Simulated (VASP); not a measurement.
Write the native input for VASP 6.6.1 that does the following.

```
Task                   : single point
Functional             : PBE
Potentials or basis    : VASP PAW PBE potentials, release 64 (O, Cu)
Cutoff                 : 520 eV
k mesh                 : 7 × 7 × 4
Occupations            : fermi-dirac, width 0.1 eV
Spin                   : collinear spin, antiferromagnetic start
Starting moments       : [0.0, 0.0, 1.4, -1.4] μB
Hubbard terms          : Cu d U = 4.0 eV
Dipole correction      : no
Further INCAR settings : ALGO = Normal; EDIFF = 1e-06; NBANDS = 29; ISYM = 0
```

The structure of CuO lies in POSCAR:

```
CuO
1.0
    2.3415000000     -1.7101500000      0.0000000000
    2.3415000000      1.7101500000      0.0000000000
   -0.8640400000      0.0000000000      5.0511300000
O Cu
2 2
Direct
    0.5830000000      0.4170000000      0.2500000000
    0.4170000000      0.5830000000      0.7500000000
    0.0000000000      0.5000000000      0.0000000000
    0.5000000000      0.0000000000      0.5000000000
```

The input as run:

INCAR

```
SYSTEM = CuO
PREC     = Accurate       ! precision mode
ENCUT    = 520            ! plane-wave cutoff, eV
EDIFF    = 1E-6           ! SCF threshold, eV
ISMEAR   = -1             ! smearing method
SIGMA    = 0.1            ! smearing width, eV
LREAL    = .False.        ! projectors in reciprocal space
LASPH    = .True.         ! aspherical terms in the spheres
NELM     = 150            ! most SCF steps
ALGO     = Normal         ! electronic algorithm
ISIF     = 2              ! what is computed and relaxed
LWAVE    = .False.        ! write WAVECAR
LCHARG   = .False.        ! write CHGCAR
ISPIN    = 2              ! spin polarisation
MAGMOM   = 0 0 1.4 -1.4   ! initial moments
LORBIT   = 11             ! projections on sites
LMAXMIX  = 4              ! l up to which the mixer works
LDAU     = .True.         ! DFT+U
LDAUTYPE = 2            
LDAUL    = -1 2           ! shell
LDAUU    = 0 4            ! U, eV
LDAUJ    = 0 0          
LDAUPRINT= 1            
GGA      = PE             ! functional
NBANDS   = 29             ! bands
ISYM     = 0
```

KPOINTS

```
Automatic mesh
0
Gamma
  7 7 4
  0 0 0
```

Potentials or basis: VASP PAW PBE potentials, release 64 (O, Cu).

The run is started by

```sh
$ cat potpaw_PBE.64/O/POTCAR potpaw_PBE.64/Cu/POTCAR > POTCAR
$ mpirun -np 1 vasp_std > vasp.out
```

Results of the run:

```
Pressure                                              : 4.3 GPa
Largest force                                         : 0.046 eV/Å
Band gap on the k mesh                                : 0.60 eV, indirect (least direct gap 0.88 eV)
Net moment                                            : 0.00 μB per cell
Site moments                                          : O +0.00; Cu +0.57, -0.57 μB
Valence electrons inside the program's atomic spheres : O 4.99; Cu 9.93
```

Run time: 7 min on 1 thread of Oxide Virtual Turin-like Processor (shared host), peak memory 0.25 GiB.
